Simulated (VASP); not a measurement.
# BaTe (Fm-3m) in VASP: further runs, part 2 of 2

VASP 6.6.1.

**3. Vibrations by perturbation theory, LDA**

INCAR

```
  PREC = Accurate
  ENCUT = 520
  EDIFF = 1E-8
  ISMEAR = 0
  SIGMA = 0.01
  LREAL = F
  LASPH = T
  NELM = 80
  ALGO = Normal
  ISIF = 2
  LWAVE = F
  LCHARG = T
  NBANDS = 15
  IBRION = 8
  NSW = 1
```

KPOINTS

```
regular mesh
0
Gamma
  6 6 6
```

POSCAR

```
BaTe
1.0
    0.0000000000      3.4331720215      3.4331720215
    3.4331720215      0.0000000000      3.4331720215
    3.4331720215      3.4331720215      0.0000000000
Ba Te
1 1
Direct
    0.0000000000      0.0000000000      0.0000000000
    0.5000000000      0.5000000000      0.5000000000
```

Potentials or basis: VASP PAW LDA potentials, release 64 (Ba_sv, Te).

Started as:

```bash
$ cat potpaw_LDA.64/Ba_sv/POTCAR potpaw_LDA.64/Te/POTCAR > POTCAR
$ mpirun -np 1 vasp_std > vasp.out
```

OUTCAR:

```text
PREC = Accurate
   ENCUT = 520
   EDIFF = 1E-8
   ISMEAR = 0
   LREAL = F
   LASPH = T
   NELM = 80
   ISIF = 2
   IBRION = 8
   NSW = 1

 ion  position               nearest neighbor table
   1  0.000  0.000  0.000-   2 3.43   2 3.43   2 3.43   2 3.43   2 3.43   2 3.43
   2  0.500  0.500  0.500-   1 3.43   1 3.43   1 3.43   1 3.43   1 3.43   1 3.43

  LATTYP: Found a face centered cubic cell.
 ALAT       =     6.8663440430

  Lattice vectors:

 A1 = (   0.0000000000,   3.4331720215,   3.4331720215)
 A2 = (   3.4331720215,   0.0000000000,   3.4331720215)
 A3 = (   3.4331720215,   3.4331720215,   0.0000000000)

Analysis of symmetry for initial positions (statically):
=====================================================================
 Subroutine PRICEL returns:
 Original cell was already a primitive cell.

 Routine SETGRP: Setting up the symmetry group for a
 face centered cubic supercell.

 Subroutine GETGRP returns: Found 48 space group operations
 (whereof 48 operations were pure point group operations)
 out of a pool of 48 trial point group operations.

The static configuration has the point symmetry O_h .

Analysis of symmetry for dynamics (positions and initial velocities):
=====================================================================
 Subroutine PRICEL returns:
 Original cell was already a primitive cell.

 Routine SETGRP: Setting up the symmetry group for a
 face centered cubic supercell.

 Subroutine GETGRP returns: Found 48 space group operations
 (whereof 48 operations were pure point group operations)
 out of a pool of 48 trial point group operations.

[... 460 lines left out ...]
    total drift:                                0.000000      0.000000      0.000000

  FREE ENERGIE OF THE ION-ELECTRON SYSTEM (eV)
  ---------------------------------------------------
  free  energy   TOTEN  =        -9.6097445150 eV

  energy  without entropy=       -9.6097445150  energy(sigma->0) =       -9.60974452

[... ionic steps 2 to 3 ...]

--------------------------------------- Ionic step        4  -------------------------------------------

------------------------ aborting loop because EDIFF is reached ----------------------------------------

[... ionic steps 5 to 6 ...]

--------------------------------------- Ionic step        7  -------------------------------------------

 Free energy of the ion-electron system (eV)
  ---------------------------------------------------
  ---------------------------------------------------
  free energy    TOTEN  =        -0.05342050 eV

  energy without entropy =       -0.05342050

------------------------ aborting loop because EDIFF is reached ----------------------------------------

 INTERNAL STRAIN TENSOR  FOR ION    2  DIRECTION 1   (eV/Angst):
 -----------------------------------------------------------------------------
    -0.01885  0.00000 -0.00000
    -0.00000  0.00534 -0.00000
     0.00000 -0.00000  0.00534

 INTERNAL STRAIN TENSOR FOR ION    2 for displacements in x,y,z  (eV/Angst):
          X           Y           Z          XY          YZ          ZX
  --------------------------------------------------------------------------------
  x     0.00000     0.00000     0.00000     0.00000     0.00000     0.00000
  y     0.00000     0.00000     0.00000     0.00000     0.00000     0.00000
  z     0.00000     0.00000     0.00000     0.00000     0.00000     0.00000

 SECOND DERIVATIVES (NOT SYMMETRIZED)
 ------------------------------------
               1X          1Y          1Z          2X          2Y          2Z
  1X    -2.535384    0.000000    0.000000    2.535384    0.000000    0.000000
  1Y     0.000000   -2.535384    0.000000    0.000000    2.535384    0.000000
  1Z     0.000000    0.000000   -2.535384    0.000000    0.000000    2.535384
  2X     2.538824    0.000000    0.000000   -2.538824    0.000000    0.000000
  2Y     0.000000    2.538824    0.000000    0.000000   -2.538824    0.000000
  2Z     0.000000    0.000000    2.538824    0.000000    0.000000   -2.538824

 Eigenvectors and eigenvalues of the dynamical matrix
 ----------------------------------------------------

   1 f  =    3.061858 THz    19.238223 2PiTHz  102.132601 cm-1    12.662823 meV
             X         Y         Z           dx          dy          dz
      0.000000  0.000000  0.000000    -0.009215    0.676365    0.154107
      3.433172  3.433172  3.433172     0.009566   -0.702147   -0.159982
[... 21 lines left out ...]
   6 f/i=    0.001037 THz     0.006515 2PiTHz    0.034589 cm-1     0.004288 meV
             X         Y         Z           dx          dy          dz
      0.000000  0.000000  0.000000     0.131084    0.691016    0.154953
      3.433172  3.433172  3.433172     0.126270    0.665643    0.149263

--------------------------------------------------------------------------------------------------------

 ELASTIC MODULI CONTR FROM IONIC RELAXATION (kBar)
 Direction    XX          YY          ZZ          XY          YZ          ZX
 --------------------------------------------------------------------------------
 XX           0.0000      0.0000      0.0000      0.0000      0.0000      0.0000
 YY           0.0000      0.0000      0.0000      0.0000      0.0000      0.0000
 ZZ           0.0000      0.0000      0.0000      0.0000      0.0000      0.0000
 XY           0.0000      0.0000      0.0000      0.0000      0.0000      0.0000
 YZ           0.0000      0.0000      0.0000      0.0000      0.0000      0.0000
 ZX           0.0000      0.0000      0.0000      0.0000      0.0000      0.0000
 --------------------------------------------------------------------------------
```

OSZICAR:

```text
N       E                     dE             d eps       ncg     rms          rms(c)
DAV:   1     0.843928888304E+02    0.84393E+02   -0.63565E+03   480   0.900E+02
DAV:   2    -0.436948046100E+01   -0.88762E+02   -0.80747E+02   649   0.154E+02
DAV:   3    -0.961790072421E+01   -0.52484E+01   -0.52098E+01   631   0.409E+01
[... 41 lines left out ...]
RMM:   8    -0.534206644503E-01    0.15131E-05    0.38176E-06  1886   0.330E-04    0.672E-05
RMM:   9    -0.534203881163E-01    0.27633E-06    0.30196E-07  1957   0.127E-04    0.719E-05
RMM:  10    -0.534205482285E-01   -0.16011E-06    0.10003E-06  1984   0.573E-05    0.889E-06
RMM:  11    -0.534204993813E-01    0.48847E-07    0.60915E-08  1844   0.375E-05    0.637E-06
RMM:  12    -0.534205028905E-01   -0.35092E-08    0.25624E-07  1869   0.278E-05    0.564E-06
RMM:  13    -0.534204955839E-01    0.73066E-08    0.14229E-07  1477   0.249E-05    0.843E-08
 Linear response finished
```

It took 2.2 min on 1 thread of Intel Xeon 6975P-C (Granite Rapids), shared host; peak memory 0.27 GiB.

What came out:

| Quantity | Value |
| --- | --- |
| Highest phonon frequency at Γ, LO-TO splitting left out | 102 cm⁻¹ |

Phonon frequencies in cm⁻¹ (negative: imaginary):
| q point | frequencies |
| --- | --- |
| (0.000, 0.000, 0.000) | 0 0 0 102 102 102 |

Caveat: spin-orbit coupling is left out, which moves the levels of the heavy elements.

**4. Vibrations by perturbation theory, LDA (41.27 Å³/atom)**

This run uses another cell than the first one, of 41.27 Å³/atom.

INCAR

```
SYSTEM = BaTe
PREC = Accurate ; ENCUT = 520
EDIFF = 1E-8 ; ISMEAR = 0
SIGMA = 0.01 ; LREAL = .False.
LASPH = .True. ; NELM = 80
ALGO = Normal ; ISIF = 2
LWAVE = .False. ; LCHARG = .False.
IBRION = 8 ; NSW = 1
```

KPOINTS

```
Automatic mesh
0
Gamma
  6 6 6
  0 0 0
```

POSCAR

```
BaTe
1.0
    0.0000000000      3.4559089226      3.4559089226
    3.4559089226      0.0000000000      3.4559089226
    3.4559089226      3.4559089226      0.0000000000
Ba Te
1 1
Direct
    0.0000000000      0.0000000000      0.0000000000
    0.5000000000      0.5000000000      0.5000000000
```

Potentials or basis: VASP PAW LDA potentials, release 64 (Ba_sv, Te).

Started as:

```bash
$ cat potpaw_LDA.64/Ba_sv/POTCAR potpaw_LDA.64/Te/POTCAR > POTCAR
$ mpirun -np 1 vasp_std > vasp.out
```

OUTCAR:

```text
SYSTEM = BaTe
   PREC = Accurate
   ENCUT = 520
   EDIFF = 1E-8
   ISMEAR = 0
   LREAL = .False.
   LASPH = .True.
   NELM = 80
   ISIF = 2
   IBRION = 8
   NSW = 1

 ion  position               nearest neighbor table
   1  0.000  0.000  0.000-   2 3.46   2 3.46   2 3.46   2 3.46   2 3.46   2 3.46
   2  0.500  0.500  0.500-   1 3.46   1 3.46   1 3.46   1 3.46   1 3.46   1 3.46

  LATTYP: Found a face centered cubic cell.
 ALAT       =     6.9118178452

  Lattice vectors:

 A1 = (   0.0000000000,   3.4559089226,   3.4559089226)
[... 483 lines left out ...]
               1X          1Y          1Z          2X          2Y          2Z
  1X    -2.340200    0.000000    0.000000    2.340200    0.000000    0.000000
  1Y     0.000000   -2.340200    0.000000    0.000000    2.340200    0.000000
  1Z     0.000000    0.000000   -2.340200    0.000000    0.000000    2.340200
  2X     2.338664    0.000000    0.000000   -2.338664    0.000000    0.000000
  2Y     0.000000    2.338664    0.000000    0.000000   -2.338664    0.000000
  2Z     0.000000    0.000000    2.338664    0.000000    0.000000   -2.338664

 Eigenvectors and eigenvalues of the dynamical matrix
 ----------------------------------------------------

   1 f  =    2.940107 THz    18.473237 2PiTHz   98.071414 cm-1    12.159300 meV
             X         Y         Z           dx          dy          dz
      0.000000  0.000000  0.000000     0.000000    0.694122    0.000000
      3.455909  3.455909  3.455909     0.000000   -0.719857    0.000000
[... 21 lines left out ...]
   6 f/i=    0.000482 THz     0.003029 2PiTHz    0.016080 cm-1     0.001994 meV
             X         Y         Z           dx          dy          dz
      0.000000  0.000000  0.000000     0.000000    0.000000    0.719857
      3.455909  3.455909  3.455909     0.000000    0.000000    0.694122

--------------------------------------------------------------------------------------------------------

 ELASTIC MODULI CONTR FROM IONIC RELAXATION (kBar)
 Direction    XX          YY          ZZ          XY          YZ          ZX
 --------------------------------------------------------------------------------
 XX           0.0000      0.0000      0.0000      0.0000      0.0000      0.0000
 YY           0.0000      0.0000      0.0000      0.0000      0.0000      0.0000
 ZZ           0.0000      0.0000      0.0000      0.0000      0.0000      0.0000
 XY           0.0000      0.0000      0.0000      0.0000      0.0000      0.0000
 YZ           0.0000      0.0000      0.0000      0.0000      0.0000      0.0000
 ZX           0.0000      0.0000      0.0000      0.0000      0.0000      0.0000
 --------------------------------------------------------------------------------
```

OSZICAR:

```text
N       E                     dE             d eps       ncg     rms          rms(c)
DAV:   1     0.937019236004E+02    0.93702E+02   -0.64989E+03   384   0.112E+03
DAV:   2    -0.315270923942E+01   -0.96855E+02   -0.89845E+02   508   0.183E+02
[... 42 lines left out ...]
RMM:   6    -0.534699025937E-01   -0.16188E-04   -0.14415E-06  1337   0.501E-03    0.279E-03
RMM:   7    -0.534693552966E-01    0.54730E-06   -0.27632E-06  1536   0.146E-03    0.415E-04
RMM:   8    -0.534686157583E-01    0.73954E-06    0.47596E-08  1505   0.506E-04    0.153E-04
RMM:   9    -0.534686901440E-01   -0.74386E-07    0.85537E-07  1636   0.211E-04    0.458E-05
RMM:  10    -0.534687172308E-01   -0.27087E-07    0.55313E-07  1683   0.111E-04    0.126E-05
RMM:  11    -0.534687310648E-01   -0.13834E-07   -0.55262E-08  1613   0.880E-05    0.460E-06
RMM:  12    -0.534687304695E-01    0.59532E-09   -0.89683E-08  1553   0.798E-05    0.188E-06
 Linear response finished
```

stdout:

```text
POSCAR found type information on POSCAR BaTe
 POSCAR found :  2 types and       2 ions
 scaLAPACK will be used
 LDA part: xc-table for (Slater(with rela. corr.)+CA(PZ))
 , standard interpolation
 POSCAR, INCAR and KPOINTS ok, starting setup
 FFT: planning ... GRIDC
 FFT: planning ... GRID_SOFT
 FFT: planning ... GRID
 WAVECAR not read
 entering main loop
 Linear response reoptimize wavefunctions to high precision
 Linear response DOF=           2
 Linear response progress:
 first order change of Fermi-energy  -0.29235E-02
 force on displaced ion       1 direction 1 :  -2.340   0.000   0.000
 Linear response progress:
 first order change of Fermi-energy   0.76949E-04
 force on displaced ion       2 direction 1 :  -2.339   0.000   0.000
 Linear response finished
```

Wall time 1.8 min (1 thread of Intel Xeon 6975P-C (Granite Rapids), shared host); peak memory 0.27 GiB.

What came out:

```yaml
Highest_phonon_frequency_at_Γ_LO-TO_splitting_left_out: 98 cm⁻¹
```

Phonon frequencies in cm⁻¹ (negative: imaginary):
```csv
q point,frequencies
"(0.000, 0.000, 0.000)",0 0 0 98 98 98
```

Caveat: spin-orbit coupling is left out, which moves the levels of the heavy elements.
